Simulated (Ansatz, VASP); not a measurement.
# Two plane-wave programs on MgS

Contents of POSCAR:

```
MgS
1.0
    4.0546560487      0.0000000000      0.0000000000
   -2.0273280244      3.5114351418      0.0000000000
    0.0000000000      0.0000000000      6.4907642878
Mg S
2 2
Direct
    0.6666666667      0.3333333333      0.4970164499
    0.3333333333      0.6666666667      0.9970164499
    0.3333333333      0.6666666667      0.3779825501
    0.6666666667      0.3333333333      0.8779825501
```

INCAR.step1

```
ALGO = Normal ; EDIFF = 1E-4
ENCUT = 520 ; GGA = PE
ISMEAR = 0 ; LASPH = T
LCHARG = F ; LREAL = F
LWAVE = T ; NBANDS = 16
NELM = 100 ; PREC = Accurate
SIGMA = 0.02
```

The input INCAR.step2:

```
ALGO = Normal ; EDIFF = 1E-7
ENCUT = 520 ; ISIF = 2
ISMEAR = 0 ; ISTART = 1
LASPH = T ; LCHARG = F
LMIXTAU = T ; LREAL = F
LWAVE = F ; METAGGA = R2SCAN
NBANDS = 16 ; NELM = 100
PREC = Accurate ; SIGMA = 0.02
```

File KPOINTS:

```
k-points
0
Gamma
  6 6 4
```

Input for Ansatz:

```yaml
crystal:
  lattice:
    - [4.0546560487, 0.0, 0.0]
    - [-2.0273280244, 3.5114351418, 0.0]
    - [0.0, 0.0, 6.4907642878]
  atoms:
    - { symbol: Mg, position: [0.6666666667, 0.3333333333, 0.4970164499] }
    - { symbol: Mg, position: [0.3333333333, 0.6666666667, 0.9970164499] }
    - { symbol: S, position: [0.3333333333, 0.6666666667, 0.3779825501] }
    - { symbol: S, position: [0.6666666667, 0.3333333333, 0.8779825501] }
basis:
  ecutwfc: 500
kpoints:
  mp_grid: { grid: [6, 6, 4] }
  band_path:
    path:
      - [[0.0, 0.0, 0.0], [0.5, 0.0, 0.0], [0.33333333, 0.33333333, 0.0], [0.0, 0.0, 0.0], [0.0, 0.0, 0.5], [0.5, 0.0, 0.5], [0.33333333, 0.33333333, 0.5], [0.0, 0.0, 0.5]]
      - [[0.5, 0.0, 0.5], [0.5, 0.0, 0.0]]
      - [[0.33333333, 0.33333333, 0.5], [0.33333333, 0.33333333, 0.0]]
    npoints: 14
hamiltonian:
  xc: r2scan
scf:
  occupations: { method: gaussian, width: 0.02 }
  n_extra_bands: 10
output:
  forces: true
  stress: true
  eigenvalues: true
  populations: true
  dos: { projected: true, de: 0.02, nscf_kmesh: { grid: [9, 9, 6] } }
  bader: true
  write_density: true
  write_potential: true
  elf: true
  volumetric_format: npy
```

Alike in both runs: task single point; functional r2SCAN; k mesh 6 × 6 × 4; occupations gaussian, width 0.02 eV; no spin polarisation.

|  | VASP | Ansatz |
| --- | --- | --- |
| version | VASP 6.6.1 | Ansatz 0.2.0 |
| potentials or method | VASP PAW PBE potentials, release 64 (Mg, S), cutoff 520 eV | scalar-relativistic, plane waves, PAW |
| valence electrons in the cell | 16 | 32 |

Ansatz gave:

- gap on the k mesh at the Fermi level (eV): 4.05
- least direct gap on the mesh (eV): 4.05
- pressure (GPa): -1.1
- traceless stress, the component that is largest in VASP (GPa): 0.05
- rms of the force components (eV/Å): 0.003

Problem. What did VASP give for the same quantities?

Solution. gap on the k mesh at the Fermi level (eV): 4.03; least direct gap on the mesh (eV): 4.03; pressure (GPa): -1.3; traceless stress, the component that is largest in VASP (GPa): 0.06; rms of the force components (eV/Å): 0.004.

VASP's potentials were made for PBE, not for r2SCAN. Atom by atom the forces differ by 0.001 eV/Å (rms over components). VASP's potentials hold 16 valence electrons a cell and Ansatz's 32, so a difference there can come from the potentials and not from the codes.
